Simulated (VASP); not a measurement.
SiC: single point with PBE

SiC:

```
CELL_PARAMETERS angstrom
0.00000 2.11271 2.11271
2.11271 0.00000 2.11271
2.11271 2.11271 0.00000
ATOMIC_POSITIONS crystal
Si 0.00000 0.00000 0.00000
C 0.25000 0.25000 0.25000
```

This cell differs from its parent crystal: strain -3.0%.

| Property | Result |
| --- | --- |
| Program | VASP 6.6.1 |
| Task | single point |
| Functional | PBE |
| Potentials or basis | VASP PAW PBE potentials, release 64 (Si, C) |
| Cutoff | 520 eV |
| k mesh | 6 × 6 × 6 |
| Occupations | gaussian, width 0.01 eV |
| Spin | no spin polarisation |
| Dipole correction | no |
| Further INCAR settings | ALGO = Normal; EDIFF = 1e-07; NBANDS = 11 |

```json
{
 "Pressure": "28.1 GPa",
 "Band gap on the k mesh": "1.26 eV (least direct gap 4.62 eV)"
}
```

Levels at points of the mesh, in eV from the valence-band top:
```tsv
k point	band 1	band 2	band 3	band 4	band 5	band 6	band 7	band 8	band 9
(0.00, 0.00, 0.00)	-16.15	0.00	0.00	0.00	7.33	7.98	7.98	7.98	15.06
(0.50, 0.00, 0.00)	-12.23	-9.07	-1.07	-1.07	6.29	7.61	7.61	10.57	17.38
(0.50, 0.50, 0.00)	-10.68	-8.11	-3.36	-3.36	1.26	4.65	15.14	15.14	16.09
```

It took 6 s on 1 thread of AMD EPYC 7R43 64-Core Processor (Zen 3), with other jobs on the host, peak memory 0.1 GiB.

Caveat: the k points lie up to 0.43 Å⁻¹ apart; the cell differs from its parent crystal (strain -3.0%). A k mesh can miss the band edges.
